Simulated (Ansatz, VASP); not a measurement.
# Two plane-wave programs on Zr2SiC

```
Zr Si C
1.0
     2.94732    0.00000    0.00000
     0.00000    2.94732    0.00000
     0.00000    0.00000    6.94992
Zr Si C
2 1 1
Cartesian
  0.0000 0.0000 1.3794
  0.0000 0.0000 5.5706
  1.4737 1.4737 3.4750
  1.4737 1.4737 0.0000
```

Alike in both runs: functional PBE; k mesh 6 × 6 × 4; occupations gaussian, width 0.1 eV; no spin polarisation.

Ansatz relaxed the structure, and its values are those at the end. VASP's run is a single point on that final structure, the one shown.

```csv
,VASP,Ansatz
version,VASP 6.6.1,Ansatz 0.2.0
potentials or method,"VASP PAW PBE potentials, release 64 (Zr_sv, Si, C), cutoff 520 eV","scalar-relativistic, plane waves, PAW"
valence electrons in the cell,32,32
```

|  | VASP | Ansatz | Ansatz less VASP |
| --- | --- | --- | --- |
| gap on the k mesh at the Fermi level (eV) | none | none | - |
| pressure (GPa) | 0.1 | 0.0 | -0.13 |
| rms of the force components (eV/Å) | 0.007 | 0.001 | -0.0059 |

A gap of «none» marks a metal or a gap that the smearing closes.
